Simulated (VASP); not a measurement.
A run of VASP 6.6.1 is set up as follows.

Contents of INCAR:

```
PREC = Accurate
ENCUT = 520
EDIFF = 1E-6
ISMEAR = -1
SIGMA = 0.05
LREAL = F
LASPH = T
NELM = 60
ALGO = Normal
ISIF = 2
LWAVE = F
LCHARG = T
GGA = B5
ALDAX = 1.0
AGGAX = 1.0
AGGAC = 1.0
ALDAC = 0.0
LELF = T
LVHAR = T
NBANDS = 16
```

File KPOINTS:

```
regular mesh
0
Gamma
  10 10 10
```

Contents of POSCAR:

```
CuO
1.0
    0.0000000000      2.3272527300      2.3272527300
    2.3272527300      0.0000000000      2.3272527300
    2.3272527300      2.3272527300      0.0000000000
Cu O
1 1
Direct
    0.0000000000      0.0000000000      0.0000000000
    0.2500000000      0.2500000000      0.2500000000
```

Potentials or basis: VASP PAW PBE potentials, release 64 (Cu, O).

Run with:

```bash
$ cat potpaw_PBE.64/Cu/POTCAR potpaw_PBE.64/O/POTCAR > POTCAR
$ mpirun -np 1 vasp_std > vasp.out
```

Problem. Predict the pressure.

Solution. -4.9 GPa.

Caveat: the PAW data sets were made with another functional, which shifts forces and pressure a little; an odd number of electrons without spin polarisation forces a metal; a magnetic or distorted state may lie lower.
